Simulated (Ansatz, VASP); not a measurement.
## One calculation of ZnO, two programs

```
CELL_PARAMETERS angstrom
3.23853 0.00000 0.00000
-1.61927 2.80465 0.00000
0.00000 0.00000 5.18640
ATOMIC_POSITIONS crystal
Zn 0.33333 0.66667 0.00000
Zn 0.66667 0.33333 0.50000
O 0.33333 0.66667 0.38210
O 0.66667 0.33333 0.88210
```

Change from the starting cell: volume scaled by 0.99.

Alike in both runs: task single point; functional LDA; k mesh 11 × 11 × 6; occupations fermi-dirac, width 0.02 eV; no spin polarisation.

|  | VASP | Ansatz |
| --- | --- | --- |
| version | VASP 6.6.1 | Ansatz 0.2.0 |
| potentials or method | VASP PAW LDA potentials, release 64 (Zn, O), cutoff 520 eV | all-electron LAPW, scalar-relativistic |

```tsv
	VASP	Ansatz	Ansatz less VASP
gap on the k mesh at the Fermi level (eV)	0.76	0.76	+0.004
pressure (GPa)	-4.7	-5.7	-1.04
traceless stress, the component that is largest in VASP (GPa)	0.38	0.39	+0.018
rms of the force components (eV/Å)	0.024	0.024	-0.0003
```

LDA's correlation is that of Perdew and Zunger in VASP and of Perdew and Wang (1992) in Ansatz. Atom by atom the forces differ by 0.000 eV/Å (rms over components). Ansatz ran all-electron here, and VASP with PAW potentials.
